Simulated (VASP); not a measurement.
# HfO2 (Immm) in VASP: a series of runs

The runs below take HfO2 through single point, with PBE.

Program: VASP 6.6.1. These are calculated values, not measurements. Logs are shortened: lines on timing, memory, paths and dates and some standing lists are left out, and cuts for length are marked.

**1. The cell of the first run**

Symmetry: Immm, No. 71, orthorhombic system. Conventional cell: a = 3.587 Å, b = 3.623 Å, c = 5.098 Å, α = 90.00°, β = 90.00°, γ = 90.00°. Within 2.9 Å of Hf (site symmetry mmm) lie 8 O at 2.20 to 2.21 Å. Within 2.9 Å of O (site symmetry mm2) lie 4 Hf at 2.20 to 2.21 Å and 6 O at 2.55 Å.

**2. Single point, PBE (strain +0.0100 x Voigt [0, 0, 0, 1, 0, 0])**

The input, INCAR:

```
SYSTEM = HfO2
PREC     = Accurate       ! precision mode
ENCUT    = 520            ! plane-wave cutoff, eV
EDIFF    = 1E-6           ! SCF threshold, eV
ISMEAR   = 0              ! smearing method
SIGMA    = 0.05           ! smearing width, eV
LREAL    = .False.        ! projectors in reciprocal space
LASPH    = .True.         ! aspherical terms in the spheres
NELM     = 80             ! most SCF steps
ALGO     = Normal         ! electronic algorithm
ISIF     = 2              ! what is computed and relaxed
LWAVE    = .False.        ! write WAVECAR
LCHARG   = .True.         ! write CHGCAR
GGA      = PE             ! functional
LELF     = .True.         ! ELF
LVHAR    = .True.       
NBANDS   = 18             ! bands
```

The input, KPOINTS:

```
regular mesh
0
Gamma
  8 8 8
  0 0 0
```

The input, POSCAR:

```
HfO2
1.0
    0.0000000000      2.5615497894      2.5615497894
    2.5488057606      0.0127440288      2.5488057606
    2.5488057606      2.5488057606      0.0127440288
Hf O
1 2
Direct
    0.0000000000      0.0000000000      0.0000000000
    0.2500000000      0.2500000000      0.2500000000
    0.7500000000      0.7500000000      0.7500000000
```

Potentials or basis: VASP PAW PBE potentials, release 64 (Hf_pv, O).

The run is started by

```
$ cat potpaw_PBE.64/Hf_pv/POTCAR potpaw_PBE.64/O/POTCAR > POTCAR
$ mpirun -np 1 vasp_std > vasp.out
```

OUTCAR:

```text
SYSTEM = HfO2
   PREC = Accurate
   ENCUT = 520
   EDIFF = 1E-6
   ISMEAR = 0
   LREAL = .False.
   LASPH = .True.
   NELM = 80
   ISIF = 2
   GGA = PE

 ion  position               nearest neighbor table
   1  0.000  0.000  0.000-   3 2.20   3 2.20   2 2.20   2 2.20   3 2.21   3 2.21   2 2.21   2 2.21

   2  0.250  0.250  0.250-   1 2.20   1 2.20   1 2.21   1 2.21
   3  0.750  0.750  0.750-   1 2.20   1 2.20   1 2.21   1 2.21

  LATTYP: Found a body centered orthorhombic cell.
 ALAT       =     3.5865328961
 B/A-ratio  =     1.0100502513
 C/A-ratio  =     1.4213201632

  Lattice vectors:

 A1 = (  -2.5488057606,   2.5488057606,   0.0127440288)
 A2 = (  -2.5488057606,  -2.5488057606,  -0.0127440288)
 A3 = (   2.5488057606,   0.0127440288,   2.5488057606)

Analysis of symmetry for initial positions (statically):
=====================================================================
 Subroutine PRICEL returns:
 Original cell was already a primitive cell.

 Routine SETGRP: Setting up the symmetry group for a
 body centered orthorhombic supercell.

 Subroutine GETGRP returns: Found  8 space group operations
 (whereof  8 operations were pure point group operations)
 out of a pool of  8 trial point group operations.

The static configuration has the point symmetry D_2h.

Analysis of symmetry for dynamics (positions and initial velocities):
=====================================================================
 Subroutine PRICEL returns:
 Original cell was already a primitive cell.

 Routine SETGRP: Setting up the symmetry group for a
 body centered orthorhombic supercell.

 Subroutine GETGRP returns: Found  8 space group operations
 (whereof  8 operations were pure point group operations)
 out of a pool of  8 trial point group operations.

The dynamic configuration has the point symmetry D_2h.

 Subroutine INISYM returns: Found  8 space group operations
 (whereof  8 operations are pure point group operations),
 and found     1 'primitive' translations

----------------------------------------------------------------------------------------

                                     Primitive cell

  volume of cell :      33.1154

  direct lattice vectors                    reciprocal lattice vectors
     0.000000000  2.561549789  2.561549789    -0.196170304  0.195194332  0.195194332
     2.548805761  0.012744029  2.548805761     0.196170304 -0.197156084  0.197156084
     2.548805761  2.548805761  0.012744029     0.196170304  0.197156084 -0.197156084

  length of vectors
     3.622578453  3.604578203  3.604578203     0.338650915  0.340916164  0.340916164

  position of ions in fractional coordinates (direct lattice)
     0.000000000  0.000000000  0.000000000
     0.250000000  0.250000000  0.250000000
     0.750000000  0.750000000  0.750000000

  ion indices of the primitive-cell ions
   primitive index   ion index
                 1           1
                 2           2
                 3           3

----------------------------------------------------------------------------------------

 KPOINTS: regular mesh

Automatic generation of k-mesh.
 Grid dimensions read from file:
 generate k-points for:    8    8    8

 Generating k-lattice:

  Cartesian coordinates                     Fractional coordinates (reciprocal lattice)
    -0.024521288  0.024399291  0.024399291     0.125000000 -0.000000000 -0.000000000
     0.024521288 -0.024644511  0.024644511     0.000000000  0.125000000  0.000000000
     0.024521288  0.024644511 -0.024644511     0.000000000  0.000000000  0.125000000

  Length of vectors
     0.042331364  0.042614521  0.042614521

  Shift w.r.t. Gamma in fractional coordinates (k-lattice)
     0.000000000  0.000000000  0.000000000

 Subroutine IBZKPT returns following result:
 ===========================================

 Found     95 irreducible k-points:

 Following reciprocal coordinates:
            Coordinates               Weight
  0.000000  0.000000  0.000000      1.000000
  0.125000  0.000000  0.000000      4.000000
  0.250000  0.000000  0.000000      4.000000
  0.375000  0.000000  0.000000      4.000000
  0.500000  0.000000  0.000000      2.000000
  0.000000  0.125000  0.000000      4.000000
[... 16 lines left out ...]
  0.125000  0.375000  0.000000      8.000000
  0.250000  0.375000 -0.000000      8.000000
 [... further k-points ...]
   k-points           NKPTS =     95   k-points in BZ     NKDIM =     95   number of bands    NBANDS=     18
   number of dos      NEDOS =    301   number of ions     NIONS =      3
   total plane-waves  NPLWV =  21952
   dimension x,y,z NGX =    28 NGY =   28 NGZ =   28
   dimension x,y,z NGXF=    56 NGYF=   56 NGZF=   56
   ions per type =               1   2
   NGX,Y,Z   is equivalent  to a cutoff of  12.85, 12.91, 12.91 a.u.
   NGXF,Y,Z  is equivalent  to a cutoff of  25.70, 25.83, 25.83 a.u.
 SYSTEM =  HfO2
   PREC   = accura    normal or accurate (medium, high low for compatibility)
   ISTART =      0    job   : 0-new  1-cont  2-samecut
   ICHARG =      2    charge: 1-file 2-atom 10-const
   ISPIN  =      1    spin polarized calculation?
   LNONCOLLINEAR =      F non collinear calculations
   LSORBIT =      F    spin-orbit coupling
   LASPH  =      T    aspherical Exc in radial PAW
   ENCUT  =  520.0 eV  38.22 Ry    6.18 a.u.   6.74  6.70  6.70*2*pi/ulx,y,z
   NELM   =     80;   NELMIN=  2; NELMDL= -5     # of ELM steps
   EDIFF  = 0.1E-05   stopping-criterion for ELM
   LREAL  =      F    real-space projection
   EDIFFG = 0.1E-04   stopping-criterion for IOM
   NSW    =      0    number of steps for IOM
   IBRION =     -1    ionic relax: 0-MD 1-quasi-New 2-CG
   NFREE  =      0    steps in history (QN), initial steepest desc. (CG)
   ISIF   =      2    stress and relaxation
   ISYM   =      2    0-nonsym 1-usesym 2-fastsym
   POTIM  = 0.5000    time-step for ionic-motion
   TEBEG  =    0.0;   TEEND  =   0.0 temperature during run
   PSTRESS=    0.0 pullay stress
   NELECT =      22.0000    total number of electrons
   NUPDOWN=      -1.0000    fix difference up-down
   EMIN   =  10.00;   EMAX   =-10.00  energy-range for DOS
   EFERMI =   0.00;   METHOD = LEGACY
   ISMEAR =     0;   SIGMA  =   0.05  broadening in eV -4-tet -1-fermi 0-gaus
   EFERMI_NEDOS =   21; number of points for ismear=-14 and -15
   IALGO  =     38    algorithm
[... 19 lines left out ...]

 number of electron      21.9999992 magnetization

 Free energy of the ion-electron system (eV)
  ---------------------------------------------------
  ext. energy  EPLUGINS =         0.00000000
  ---------------------------------------------------
  free energy    TOTEN  =       -30.24248234 eV

  energy without entropy =      -30.24248234  energy(sigma->0) =      -30.24248234

 E-fermi :   4.4011     XC(G=0): -11.7518

 val. band max:        4.1401600974   @ k =   0.5000   0.5000   0.0000
 cond. band min:       7.8981487376   @ k =   0.5000   0.5000   0.0000
 fundamental gap:      3.7579886402
 Fermi energy:         4.4010643813

 k-point     1 :       0.0000    0.0000    0.0000
  band No.  band energies     occupation
      1     -25.6252      2.00000
      2     -25.6221      2.00000
      3     -25.6189      2.00000
      4     -14.4910      2.00000
      5     -11.5385      2.00000
      6      -1.1119      2.00000
[... 10 lines left out ...]
     17      14.4162      0.00000
     18      17.5456      0.00000

 k-point     2 :       0.1250    0.0000    0.0000
  band No.  band energies     occupation
      1     -25.6855      2.00000
      2     -25.6296      2.00000
      3     -25.6256      2.00000
      4     -14.2941      2.00000
      5     -11.6991      2.00000
      6      -0.9609      2.00000
[... 10 lines left out ...]
     17      14.1636      0.00000
     18      17.4922      0.00000

 k-point     3 :       0.2500    0.0000    0.0000
  band No.  band energies     occupation
      1     -25.8282      2.00000
      2     -25.6452      2.00000
      3     -25.6420      2.00000
      4     -13.8242      2.00000
      5     -12.0286      2.00000
      6      -0.5999      2.00000
[... 10 lines left out ...]
     17      13.7069      0.00000
     18      16.6185      0.00000

 k-point     4 :       0.3750    0.0000    0.0000
  band No.  band energies     occupation
      1     -25.9642      2.00000
      2     -25.6606      2.00000
      3     -25.6583      2.00000
      4     -13.4062      2.00000
      5     -12.2372      2.00000
      6      -0.2362      2.00000
[... 10 lines left out ...]
     17      13.5342      0.00000
     18      16.0953      0.00000

 k-point     5 :       0.5000    0.0000    0.0000
  band No.  band energies     occupation
      1     -26.0188      2.00000
      2     -25.6670      2.00000
      3     -25.6650      2.00000
      4     -13.2840      2.00000
      5     -12.2527      2.00000
      6      -0.0925      2.00000
[... 10 lines left out ...]
     17      13.4172      0.00000
     18      16.4006      0.00000

 k-point     6 :       0.0000    0.1250    0.0000
  band No.  band energies     occupation
      1     -25.6830      2.00000
      2     -25.6321      2.00000
      3     -25.6282      2.00000
      4     -14.2882      2.00000
      5     -11.7044      2.00000
      6      -0.9626      2.00000
[... 10 lines left out ...]
     17      14.1232      0.00000
     18      17.5050      0.00000

 k-point     7 :       0.1250    0.1250    0.0000
  band No.  band energies     occupation
      1     -25.6894      2.00000
      2     -25.6389      2.00000
      3     -25.6389      2.00000
      4     -14.2209      2.00000
      5     -11.7564      2.00000
      6      -0.9382      2.00000
[... 10 lines left out ...]
     17      14.0383      0.00000
     18      17.4503      0.00000

 k-point     8 :       0.2500    0.1250    0.0000
  band No.  band energies     occupation
      1     -25.7944      2.00000
      2     -25.6576      2.00000
      3     -25.6555      2.00000
      4     -13.8306      2.00000
      5     -12.0297      2.00000
      6      -0.6706      2.00000
[... 10 lines left out ...]
     17      13.7442      0.00000
     18      17.1246      0.00000
[... 229 lines left out ...]
     17      15.4062      0.00000
     18      17.0647      0.00000

 k-point    20 :      -0.2500    0.2500    0.0000
  band No.  band energies     occupation
      1     -25.9090      2.00000
      2     -25.7877      2.00000
      3     -25.6685      2.00000
      4     -13.0951      2.00000
      5     -12.4164      2.00000
      6      -0.7372      2.00000
[... 10 lines left out ...]
     17      14.8352      0.00000
     18      17.0180      0.00000

 k-point    21 :      -0.1250    0.2500    0.0000
  band No.  band energies     occupation
      1     -25.8802      2.00000
      2     -25.6982      2.00000
      3     -25.6505      2.00000
      4     -13.5067      2.00000
      5     -12.2148      2.00000
      6      -0.6413      2.00000
[... 10 lines left out ...]
     17      13.9387      0.00000
     18      16.7044      0.00000

 k-point    22 :       0.0000    0.3750    0.0000
  band No.  band energies     occupation
      1     -25.9694      2.00000
      2     -25.6648      2.00000
      3     -25.6626      2.00000
      4     -13.3899      2.00000
      5     -12.2386      2.00000
      6      -0.2219      2.00000
[... 10 lines left out ...]
     17      13.6182      0.00000
     18      16.1651      0.00000

 k-point    23 :       0.1250    0.3750    0.0000
  band No.  band energies     occupation
      1     -25.9285      2.00000
      2     -25.6846      2.00000
      3     -25.6751      2.00000
      4     -13.3499      2.00000
      5     -12.2904      2.00000
      6      -0.3385      2.00000
[... 10 lines left out ...]
     17      14.0738      0.00000
     18      16.5512      0.00000

 k-point    24 :       0.2500    0.3750   -0.0000
  band No.  band energies     occupation
      1     -25.9308      2.00000
      2     -25.7135      2.00000
      3     -25.6986      2.00000
      4     -13.0993      2.00000
      5     -12.4519      2.00000
      6      -0.7424      2.00000
[... 10 lines left out ...]
     17      13.9889      0.00000
     18      17.4124      0.00000

 [... further k-points ...]
[... 5 lines left out ...]
  --------------------------------------------------------------------------------------
  -------------------------------------------------------------------------------------
  Total       -0.7440521     -0.7432043     -0.7432043     -0.0000000     -0.1727768     -0.0000000
  in kB      -35.9985157    -35.9574972    -35.9574972     -0.0000000     -8.3592393     -0.0000000
  external PRESSURE =     -35.9711700 kB  Pullay stress =       0.0000000 kB

 VOLUME and BASIS-vectors are now :
 -----------------------------------------------------------------------------
  energy-cutoff  :      520.00
  volume of cell :       33.12
      direct lattice vectors                 reciprocal lattice vectors
     0.000000000  2.561549789  2.561549789    -0.196170304  0.195194332  0.195194332
     2.548805761  0.012744029  2.548805761     0.196170304 -0.197156084  0.197156084
     2.548805761  2.548805761  0.012744029     0.196170304  0.197156084 -0.197156084

 POSITION                                       TOTAL-FORCE (eV/Angst)
 -----------------------------------------------------------------------------------
      0.00000      0.00000      0.00000        -0.000000     -0.000000     -0.000000
      1.27440      1.28077      1.28077        -0.060880     -0.000000     -0.000000
      3.82321      3.84232      3.84232         0.060880      0.000000      0.000000
 -----------------------------------------------------------------------------------
    total drift:                                0.000000      0.000000      0.000000

  FREE ENERGIE OF THE ION-ELECTRON SYSTEM (eV)
  ---------------------------------------------------
  free  energy   TOTEN  =       -30.2424823407 eV

  energy  without entropy=      -30.2424823407  energy(sigma->0) =      -30.24248234
```

It took 25 s on 1 thread of Intel Xeon 6975P-C (Granite Rapids), shared host; peak memory 0.19 GiB.

Results:

```
Free energy            : -30.2425 eV
Pressure               : -3.6 GPa
Largest force          : 0.061 eV/Å
Band gap on the k mesh : 3.76 eV, direct
```

Forces in eV/Å, atoms in the order of the input:
```
Hf   0.000  0.000  0.000
O   -0.061  0.000  0.000
O    0.061  0.000  0.000
```

Stress tensor (GPa, compression positive):
```
-3.60  0.00  0.00
 0.00 -3.60 -0.84
 0.00 -0.84 -3.60
```

Caveat: the cell differs from its parent crystal (strain +0.0100 x Voigt [0, 0, 0, 1, 0, 0]); spin-orbit coupling is left out, which moves the levels of the heavy elements. A k mesh can miss the band edges.

**3. Single point, PBE (strain +0.0350 x Voigt [0, 0, 0, 1, 0, 0])**

The input, INCAR:

```
SYSTEM = HfO2
PREC = Accurate
ENCUT = 520
EDIFF = 1E-6
ISMEAR = 0
SIGMA = 0.05
LREAL = .FALSE.
LASPH = .TRUE.
NELM = 80
ALGO = Normal
ISIF = 2
LWAVE = .FALSE.
LCHARG = .FALSE.
GGA = PE
NBANDS = 18
```

The input, KPOINTS:

```
regular mesh
0
G
  8 8 8
  0 0 0
```

The input, POSCAR:

```
HfO2
1.0
    0.0000000000      2.5934098614      2.5934098614
    2.5488057606      0.0446041008      2.5488057606
    2.5488057606      2.5488057606      0.0446041008
Hf O
1 2
Direct
    0.0000000000      0.0000000000      0.0000000000
    0.2500000000      0.2500000000      0.2500000000
    0.7500000000      0.7500000000      0.7500000000
```

Potentials or basis: VASP PAW PBE potentials, release 64 (Hf_pv, O).

The run is started by

```
$ cat potpaw_PBE.64/Hf_pv/POTCAR potpaw_PBE.64/O/POTCAR > POTCAR
$ mpirun -np 1 vasp_std > vasp.out
```

It took 24 s on 1 thread of Intel Xeon 6975P-C (Granite Rapids), shared host; peak memory 0.19 GiB.

It converged, with:

```
Free energy            : -30.2329 eV
Pressure               : -3.3 GPa
Largest force          : 0.214 eV/Å
Band gap on the k mesh : 3.77 eV, direct
```

Forces in eV/Å, atoms in the order of the input:
```
Hf   0.000  0.000  0.000
O   -0.214  0.000  0.000
O    0.214  0.000  0.000
```

Stress tensor (GPa, compression positive):
```
-3.31  0.00  0.00
 0.00 -3.26 -2.94
 0.00 -2.94 -3.26
```

Levels at points of the mesh, in eV from the valence-band top:
| k point | band 9 | band 10 | band 11 | band 12 | band 13 | band 14 |
| --- | --- | --- | --- | --- | --- | --- |
| (0.00, 0.00, 0.00) | -0.62 | -0.60 | -0.57 | 3.85 | 3.86 | 5.71 |
| (0.50, 0.00, 0.00) | -2.72 | -1.82 | -1.75 | 4.45 | 4.60 | 6.67 |
| (0.00, 0.50, 0.00) | -2.66 | -1.87 | -1.79 | 4.52 | 4.68 | 7.00 |
| (0.50, 0.50, 0.00) | -1.51 | -1.50 | 0.00 | 3.77 | 5.44 | 6.43 |
| (0.00, 0.50, 0.50) | -1.72 | -1.27 | 0.00 | 3.77 | 5.43 | 6.48 |

Caveat: the cell differs from its parent crystal (strain +0.0350 x Voigt [0, 0, 0, 1, 0, 0]); spin-orbit coupling is left out, which moves the levels of the heavy elements.

**4. Single point, PBE (strain +0.0250 x Voigt [0, 0, 0, 1, 0, 0])**

The input, INCAR:

```
PREC = Accurate
ENCUT = 520
EDIFF = 1E-7
ISMEAR = 0
SIGMA = 0.05
LREAL = False
LASPH = True
NELM = 80
ALGO = Normal
ISIF = 2
LWAVE = False
LCHARG = True
GGA = PE
LELF = True
LVHAR = True
NBANDS = 18
```

The input, KPOINTS:

```
Automatic mesh
0
Gamma
  8 8 8
```

The input, POSCAR:

```
HfO2
1.0
    0.0000000000      2.5806658326      2.5806658326
    2.5488057606      0.0318600720      2.5488057606
    2.5488057606      2.5488057606      0.0318600720
Hf O
1 2
Direct
    0.0000000000      0.0000000000      0.0000000000
    0.2500000000      0.2500000000      0.2500000000
    0.7500000000      0.7500000000      0.7500000000
```

The run is started by

```
$ cat potpaw_PBE.64/Hf_pv/POTCAR potpaw_PBE.64/O/POTCAR > POTCAR
$ mpirun -np 1 vasp_std > vasp.out
```

Run time: 27 s. Hardware: 1 thread of Intel Xeon 6975P-C (Granite Rapids), shared host; peak memory 0.19 GiB.

It converged, with:

| Quantity | Value |
| --- | --- |
| Free energy | -30.2380 eV |
| Pressure | -3.5 GPa |
| Largest force | 0.152 eV/Å |
| Band gap on the k mesh | 3.76 eV, direct |

Forces on the atoms (eV/Å):
```
Hf   0.000  0.000  0.000
O   -0.152  0.000  0.000
O    0.152  0.000  0.000
```

Stress tensor (GPa, compression positive):
```
-3.47  0.00  0.00
 0.00 -3.45 -2.10
 0.00 -2.10 -3.45
```

Levels at points of the mesh, in eV from the valence-band top:
| k point | band 7 | band 8 | band 9 | band 10 | band 11 | band 12 | band 13 | band 14 | band 15 | band 16 |
| --- | --- | --- | --- | --- | --- | --- | --- | --- | --- | --- |
| (0.00, 0.00, 0.00) | -5.24 | -5.22 | -0.61 | -0.60 | -0.58 | 3.84 | 3.85 | 5.71 | 10.08 | 10.22 |
| (0.50, 0.00, 0.00) | -4.23 | -2.97 | -2.71 | -1.82 | -1.77 | 4.48 | 4.58 | 6.72 | 9.03 | 9.17 |
| (0.00, 0.50, 0.00) | -4.20 | -3.07 | -2.67 | -1.85 | -1.80 | 4.52 | 4.64 | 6.95 | 9.01 | 9.03 |
| (0.50, 0.50, 0.00) | -3.42 | -3.42 | -1.50 | -1.50 | 0.00 | 3.76 | 5.43 | 6.46 | 8.01 | 8.06 |
| (0.00, 0.50, 0.50) | -3.51 | -3.33 | -1.66 | -1.33 | 0.00 | 3.76 | 5.42 | 6.48 | 7.77 | 8.27 |

Caveat: the cell differs from its parent crystal (strain +0.0250 x Voigt [0, 0, 0, 1, 0, 0]); spin-orbit coupling is left out, which moves the levels of the heavy elements.

**5. Summary**

| cell | gap on the mesh (eV) | pressure (GPa) | largest force (eV/Å) |
| --- | --- | --- | --- |
| a = 3.623, b = 3.605, c = 3.605 Å, angles 59.7, 59.8, 59.8°, 3 atoms | 3.76 | -3.6 | 0.06 |
| a = 3.668, b = 3.605, c = 3.605 Å, angles 58.8, 59.4, 59.4°, 3 atoms | 3.77 | -3.3 | 0.21 |
| a = 3.650, b = 3.605, c = 3.605 Å, angles 59.2, 59.6, 59.6°, 3 atoms | 3.76 | -3.5 | 0.15 |

Alike in all rows: task single point; level PBE; potentials or basis VASP PAW PBE potentials, release 64 (Hf_pv, O); no spin polarisation; k mesh 8 × 8 × 8; cutoff (eV) 520; smearing gaussian 0.05 eV.

Caveats: spin-orbit coupling is left out, which moves the levels of the heavy elements.

Total energies depend on the potentials used, so only differences within one code and one set of settings carry meaning.
